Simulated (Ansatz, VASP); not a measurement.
HfB in VASP and in Ansatz

File INCAR:

```
SYSTEM = HfB
  PREC = Accurate
  ENCUT = 520
  EDIFF = 1E-6
  ISMEAR = 0
  SIGMA = 0.15
  LREAL = .False.
  LASPH = .True.
  NELM = 80
  ALGO = Normal
  ISIF = 2
  LWAVE = .False.
  LCHARG = .False.
  GGA = PE
  NBANDS = 14
```

Contents of KPOINTS:

```
regular mesh
0
Gamma
  18 18 18
  0 0 0
```

File POSCAR:

```
HfB
1.0
    0.0000000000      2.3100000000      2.3100000000
    2.3100000000      0.0000000000      2.3100000000
    2.3100000000      2.3100000000      0.0000000000
Hf B
1 1
Direct
    0.5000000000      0.5000000000      0.5000000000
   -0.0378787879     -0.0378787879      0.0378787879
```

Input for Ansatz:

```yaml
crystal:
  lattice:
    - [0.0, 2.31, 2.31]
    - [2.31, 0.0, 2.31]
    - [2.31, 2.31, 0.0]
  atoms:
    - { symbol: Hf, position: [0.5, 0.5, 0.5] }
    - { symbol: B, position: [-0.0378787879, -0.0378787879, 0.0378787879] }
basis:
  ecutwfc: 420
kpoints:
  mp_grid: { grid: [18, 18, 18] }
hamiltonian:
  xc: pbe
scf:
  occupations: { method: gaussian, width: 0.15 }
output:
  forces: true
  stress: true
  eigenvalues: true
```

Change from the starting cell: all B atoms moved +0.175 Å, as atom 2 towards its neighbour atom 1 (Hf) at 2.310 Å.

Alike in both runs: task single point; functional PBE; k mesh 18 × 18 × 18; occupations gaussian, width 0.15 eV; no spin polarisation.

|  | VASP | Ansatz |
| --- | --- | --- |
| version | VASP 6.6.1 | Ansatz 0.2.0 |
| potentials or method | VASP PAW PBE potentials, release 64 (Hf_pv, B), cutoff 520 eV | scalar-relativistic, plane waves, PAW |
| valence electrons in the cell | 13 | 29 |

```csv
,VASP,Ansatz,Ansatz less VASP
gap on the k mesh at the Fermi level (eV),none,none,-
rms of the force components (eV/Å),1.296,1.291,-0.0053
```

Atom by atom the forces differ by 0.005 eV/Å (rms over components). A gap of «none» marks a metal or a gap that the smearing closes. With one functional, cell and mesh, what is left measures potentials, basis and numerics. VASP's potentials hold 13 valence electrons a cell and Ansatz's 29, so a difference there can come from the potentials and not from the codes.

Neither program's run includes spin-orbit coupling.
